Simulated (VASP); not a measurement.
# Li2S (Fm-3m) in VASP: a series of runs

Runs on Li2S. Level: PBEsol. Tasks: single point.

Everything below comes from runs of VASP 6.6.1. Logs are shortened: lines on timing, memory, paths and dates and some standing lists are left out, and cuts for length are marked.

### 1 The cell of the first run

Symmetry: Fm-3m, No. 225, cubic system. The conventional cell has a = 5.573 Å, b = 5.573 Å, c = 5.573 Å, α = 90.00°, β = 90.00°, γ = 90.00°. Li (site symmetry -43m) has 4 S at 2.41 Å and 6 Li at 2.79 Å within 3.2 Å. Within 3.2 Å of S (site symmetry m-3m) lie 8 Li at 2.41 Å.

### 2 Single point, PBEsol

Input file INCAR:

```
ALGO = Normal ; EDIFF = 1E-6
ENCUT = 750 ; GGA = PS
GGA_COMPAT = False ; ISIF = 2
ISMEAR = 0 ; LASPH = True
LCHARG = False ; LREAL = False
LWAVE = False ; NBANDS = 13
NELM = 120 ; PREC = Accurate
SIGMA = 0.01
```

Input file KPOINTS:

```
k-points
0
Gamma
  6 6 6
```

Input file POSCAR:

```
Li2S
1.0
    0.0000000000      2.7864326862      2.7864326862
    2.7864326862      0.0000000000      2.7864326862
    2.7864326862      2.7864326862      0.0000000000
Li S
2 1
Direct
    0.2500000000      0.2500000000      0.2500000000
    0.7500000000      0.7500000000      0.7500000000
    0.0000000000      0.0000000000      0.0000000000
```

Potentials or basis: VASP PAW PBE potentials, release 64 (Li_sv, S).

Run with:

```sh
> cat potpaw_PBE.64/Li_sv/POTCAR potpaw_PBE.64/S/POTCAR > POTCAR
> mpirun -np 1 vasp_std > vasp.out
```

OUTCAR:

```text
EDIFF = 1E-6
   ENCUT = 750
   GGA = PS
   ISIF = 2
   ISMEAR = 0
   LASPH = True
   LREAL = False
   NELM = 120
   PREC = Accurate

 ion  position               nearest neighbor table
   1  0.250  0.250  0.250-   3 2.41   3 2.41   3 2.41   3 2.41
   2  0.750  0.750  0.750-   3 2.41   3 2.41   3 2.41   3 2.41
   3  0.000  0.000  0.000-   2 2.41   2 2.41   2 2.41   1 2.41   2 2.41   1 2.41   1 2.41   1 2.41

  LATTYP: Found a face centered cubic cell.
 ALAT       =     5.5728653724

  Lattice vectors:

 A1 = (   0.0000000000,   2.7864326862,   2.7864326862)
 A2 = (   2.7864326862,   0.0000000000,   2.7864326862)
 A3 = (   2.7864326862,   2.7864326862,   0.0000000000)

Analysis of symmetry for initial positions (statically):
=====================================================================
 Subroutine PRICEL returns:
 Original cell was already a primitive cell.

 Routine SETGRP: Setting up the symmetry group for a
 face centered cubic supercell.

 Subroutine GETGRP returns: Found 48 space group operations
 (whereof 48 operations were pure point group operations)
 out of a pool of 48 trial point group operations.

The static configuration has the point symmetry O_h .

Analysis of symmetry for dynamics (positions and initial velocities):
=====================================================================
 Subroutine PRICEL returns:
 Original cell was already a primitive cell.

 Routine SETGRP: Setting up the symmetry group for a
 face centered cubic supercell.

 Subroutine GETGRP returns: Found 48 space group operations
 (whereof 48 operations were pure point group operations)
 out of a pool of 48 trial point group operations.

The dynamic configuration has the point symmetry O_h .

 Subroutine INISYM returns: Found 48 space group operations
 (whereof 48 operations are pure point group operations),
 and found     1 'primitive' translations

----------------------------------------------------------------------------------------

                                     Primitive cell

  volume of cell :      43.2689

  direct lattice vectors                    reciprocal lattice vectors
     0.000000000  2.786432686  2.786432686    -0.179440904  0.179440904  0.179440904
     2.786432686  0.000000000  2.786432686     0.179440904 -0.179440904  0.179440904
     2.786432686  2.786432686  0.000000000     0.179440904  0.179440904 -0.179440904

  length of vectors
     3.940610895  3.940610895  3.940610895     0.310800763  0.310800763  0.310800763

  position of ions in fractional coordinates (direct lattice)
     0.250000000  0.250000000  0.250000000
     0.750000000  0.750000000  0.750000000
     0.000000000  0.000000000  0.000000000

  ion indices of the primitive-cell ions
   primitive index   ion index
                 1           1
                 2           2
                 3           3

----------------------------------------------------------------------------------------

 KPOINTS: k-points

Automatic generation of k-mesh.
 Grid dimensions read from file:
 generate k-points for:    6    6    6

 Generating k-lattice:

  Cartesian coordinates                     Fractional coordinates (reciprocal lattice)
    -0.029906817  0.029906817  0.029906817     0.166666667  0.000000000  0.000000000
     0.029906817 -0.029906817  0.029906817     0.000000000  0.166666667  0.000000000
     0.029906817  0.029906817 -0.029906817     0.000000000  0.000000000  0.166666667

  Length of vectors
     0.051800127  0.051800127  0.051800127

  Shift w.r.t. Gamma in fractional coordinates (k-lattice)
     0.000000000  0.000000000  0.000000000

 Subroutine IBZKPT returns following result:
 ===========================================

 Found     16 irreducible k-points:

 Following reciprocal coordinates:
            Coordinates               Weight
  0.000000  0.000000  0.000000      1.000000
  0.166667  0.000000  0.000000      8.000000
  0.333333  0.000000  0.000000      8.000000
  0.500000  0.000000  0.000000      4.000000
  0.166667  0.166667  0.000000      6.000000
  0.333333  0.166667  0.000000     24.000000
[... 8 lines left out ...]
 -0.333333  0.333333  0.166667     24.000000
 -0.333333  0.500000  0.166667     12.000000
   k-points           NKPTS =     16   k-points in BZ     NKDIM =     16   number of bands    NBANDS=     13
   number of dos      NEDOS =    301   number of ions     NIONS =      3
   total plane-waves  NPLWV =  46656
   dimension x,y,z NGX =    36 NGY =   36 NGZ =   36
   dimension x,y,z NGXF=    72 NGYF=   72 NGZF=   72
   ions per type =               2   1
   NGX,Y,Z   is equivalent  to a cutoff of  15.19, 15.19, 15.19 a.u.
   NGXF,Y,Z  is equivalent  to a cutoff of  30.38, 30.38, 30.38 a.u.
 SYSTEM =  unknown system
   PREC   = accura    normal or accurate (medium, high low for compatibility)
   ISTART =      0    job   : 0-new  1-cont  2-samecut
   ICHARG =      2    charge: 1-file 2-atom 10-const
   ISPIN  =      1    spin polarized calculation?
   LNONCOLLINEAR =      F non collinear calculations
   LSORBIT =      F    spin-orbit coupling
   LASPH  =      T    aspherical Exc in radial PAW
   ENCUT  =  750.0 eV  55.12 Ry    7.42 a.u.   8.80  8.80  8.80*2*pi/ulx,y,z
   NELM   =    120;   NELMIN=  2; NELMDL= -5     # of ELM steps
   EDIFF  = 0.1E-05   stopping-criterion for ELM
   LREAL  =      F    real-space projection
   EDIFFG = 0.1E-04   stopping-criterion for IOM
   NSW    =      0    number of steps for IOM
   IBRION =     -1    ionic relax: 0-MD 1-quasi-New 2-CG
   NFREE  =      0    steps in history (QN), initial steepest desc. (CG)
   ISIF   =      2    stress and relaxation
   ISYM   =      2    0-nonsym 1-usesym 2-fastsym
   POTIM  = 0.5000    time-step for ionic-motion
   TEBEG  =    0.0;   TEEND  =   0.0 temperature during run
   PSTRESS=    0.0 pullay stress
   NELECT =      12.0000    total number of electrons
   NUPDOWN=      -1.0000    fix difference up-down
   EMIN   =  10.00;   EMAX   =-10.00  energy-range for DOS
   EFERMI =   0.00;   METHOD = LEGACY
   ISMEAR =     0;   SIGMA  =   0.01  broadening in eV -4-tet -1-fermi 0-gaus
   EFERMI_NEDOS =   21; number of points for ismear=-14 and -15
   IALGO  =     38    algorithm
   IMIX   =      4    mixing-type and parameters
     AMIX     =   0.40;   BMIX     =  1.00
     AMIX_MAG =   1.60;   BMIX_MAG =  1.00
  volume/ion in A,a.u.               =      14.42        97.33
  Fermi-wavevector in a.u.,A,eV,Ry     =   1.067604  2.017478 15.507613  1.139777
  Thomas-Fermi vector in A             =   2.203225
   LORBIT       =      0    0 simple, 1 ext, 2 COOP (PROOUT), +10 PAW based schemes
   GGA     = PS    functional components
   LHFCALC =     F    Hartree Fock is set to
   AEXX    =    0.0000 exact exchange contribution
   IVDW    =     0    specifies the selected vdW correction
   LEPSILON=     F    determine dielectric tensor
   LRPA    =     F    only Hartree local field effects (RPA)
 non-spin polarized calculation
 Gauss-broadening in eV      SIGMA  =   0.01
  energy-cutoff  :      750.00
  volume of cell :       43.27
 maximum number of plane-waves:      2044
   NGX = 17   NGY = 17   NGZ = 17

 number of electron      11.9999997 magnetization

 Free energy of the ion-electron system (eV)
  ---------------------------------------------------
  ext. energy  EPLUGINS =         0.00000000
  ---------------------------------------------------
  free energy    TOTEN  =       -12.36362334 eV

  energy without entropy =      -12.36362334  energy(sigma->0) =      -12.36362334

 E-fermi :   1.9946     XC(G=0):  -8.8950

 val. band max:        1.8375981506   @ k =   0.0000   0.0000   0.0000
 cond. band min:       5.0044230153   @ k =   0.5000   0.5000   0.0000
 fundamental gap:      3.1668248647
 Fermi energy:         1.9945967984

 k-point     1 :       0.0000    0.0000    0.0000
  band No.  band energies     occupation
      1     -41.5418      2.00000
      2     -41.4825      2.00000
      3      -9.3680      2.00000
      4       1.8376      2.00000
      5       1.8376      2.00000
      6       1.8376      2.00000
      7       6.2809      0.00000
      8       8.0070      0.00000
      9       8.0070      0.00000
     10       8.0070      0.00000
     11      13.1449      0.00000
     12      13.1449      0.00000
     13      14.4370      0.00000

 k-point     2 :       0.1667    0.0000    0.0000
  band No.  band energies     occupation
      1     -41.5374      2.00000
      2     -41.4862      2.00000
      3      -9.2575      2.00000
      4       0.7885      2.00000
      5       1.6722      2.00000
      6       1.6722      2.00000
      7       6.9443      0.00000
      8       8.4067      0.00000
      9       8.4067      0.00000
     10       8.7186      0.00000
     11      11.8518      0.00000
     12      11.8518      0.00000
     13      14.7613      0.00000

 k-point     3 :       0.3333    0.0000    0.0000
  band No.  band energies     occupation
      1     -41.5259      2.00000
      2     -41.4964      2.00000
      3      -9.0115      2.00000
      4      -0.6997      2.00000
      5       1.3931      2.00000
      6       1.3931      2.00000
      7       7.7574      0.00000
      8       8.5416      0.00000
      9       8.5416      0.00000
     10       9.9463      0.00000
     11      12.3987      0.00000
     12      12.3987      0.00000
     13      15.6361      0.00000

 k-point     4 :       0.5000    0.0000    0.0000
  band No.  band energies     occupation
      1     -41.5109      2.00000
      2     -41.5108      2.00000
      3      -8.8726      2.00000
      4      -1.3164      2.00000
      5       1.2726      2.00000
      6       1.2726      2.00000
      7       8.1519      0.00000
      8       8.3403      0.00000
      9       8.3403      0.00000
     10      10.3978      0.00000
     11      14.9890      0.00000
     12      14.9994      0.00000
     13      15.1207      0.00000

 k-point     5 :       0.1667    0.1667    0.0000
  band No.  band energies     occupation
      1     -41.5363      2.00000
      2     -41.4871      2.00000
      3      -9.2219      2.00000
      4       1.0061      2.00000
      5       1.3367      2.00000
      6       1.3367      2.00000
      7       6.9772      0.00000
      8       8.2498      0.00000
      9       8.9439      0.00000
     10       8.9439      0.00000
     11      10.7525      0.00000
     12      13.6120      0.00000
     13      15.4406      0.00000
[... 129 lines left out ...]
 k-point    14 :       0.5000    0.3333    0.1667
  band No.  band energies     occupation
      1     -41.5205      2.00000
      2     -41.5009      2.00000
      3      -8.8499      2.00000
      4      -0.5493      2.00000
      5       0.3079      2.00000
      6       0.8265      2.00000
      7       7.1106      0.00000
      8       9.0950      0.00000
      9       9.6452      0.00000
     10      11.3326      0.00000
     11      11.9524      0.00000
     12      14.5582      0.00000
     13      16.2360      0.00000

 k-point    15 :      -0.3333    0.3333    0.1667
  band No.  band energies     occupation
      1     -41.5105      2.00000
      2     -41.5105      2.00000
      3      -8.7568      2.00000
      4      -0.7611      2.00000
      5       0.1433      2.00000
      6       0.5241      2.00000
      7       7.4271      0.00000
      8       8.8465      0.00000
      9      11.0305      0.00000
     10      11.5848      0.00000
     11      11.7687      0.00000
     12      13.9196      0.00000
     13      15.5123      0.00000

 k-point    16 :      -0.3333    0.5000    0.1667
  band No.  band energies     occupation
      1     -41.5153      2.00000
      2     -41.5055      2.00000
      3      -8.7201      2.00000
      4      -0.3350      2.00000
      5      -0.0566      2.00000
      6       0.0397      2.00000
      7       6.4052      0.00000
      8       9.9231      0.00000
      9      10.3564      0.00000
     10      12.1784      0.00000
     11      13.7055      0.00000
     12      14.6939      0.00000
     13      14.7197      0.00000

------------------------ aborting loop because EDIFF is reached ----------------------------------------

  FORCE on cell =-STRESS in cart. coord.  units (eV):
  Direction    XX          YY          ZZ          XY          YZ          ZX
  --------------------------------------------------------------------------------------
  -------------------------------------------------------------------------------------
  Total        0.5327487      0.5327487      0.5327487      0.0000000      0.0000000      0.0000000
  in kB       19.7268297     19.7268297     19.7268297      0.0000000      0.0000000      0.0000000
  external PRESSURE =      19.7268297 kB  Pullay stress =       0.0000000 kB

 VOLUME and BASIS-vectors are now :
 -----------------------------------------------------------------------------
  energy-cutoff  :      750.00
  volume of cell :       43.27
      direct lattice vectors                 reciprocal lattice vectors
     0.000000000  2.786432686  2.786432686    -0.179440904  0.179440904  0.179440904
     2.786432686  0.000000000  2.786432686     0.179440904 -0.179440904  0.179440904
     2.786432686  2.786432686  0.000000000     0.179440904  0.179440904 -0.179440904

 POSITION                                       TOTAL-FORCE (eV/Angst)
 -----------------------------------------------------------------------------------
      1.39322      1.39322      1.39322        -0.000000     -0.000000     -0.000000
      4.17965      4.17965      4.17965         0.000000      0.000000      0.000000
      0.00000      0.00000      0.00000        -0.000000     -0.000000     -0.000000
 -----------------------------------------------------------------------------------
    total drift:                                0.000000      0.000000      0.000000

  FREE ENERGIE OF THE ION-ELECTRON SYSTEM (eV)
  ---------------------------------------------------
  free  energy   TOTEN  =       -12.3636233424 eV

  energy  without entropy=      -12.3636233424  energy(sigma->0) =      -12.36362334
```

Wall time 8.8 s (1 thread of Intel Xeon Platinum 8488C (Sapphire Rapids), shared host); peak memory 0.19 GiB.

What came out:

* Free energy: -12.3636 eV
* Pressure: 2.0 GPa
* Band gap on the k mesh: 3.17 eV (least direct gap 4.44 eV)

Caveat: the PAW data sets were made with another functional, which shifts forces and pressure a little. As with any semilocal functional, this PBEsol gap is likely too small.

(Continued in part 2 of 2.)
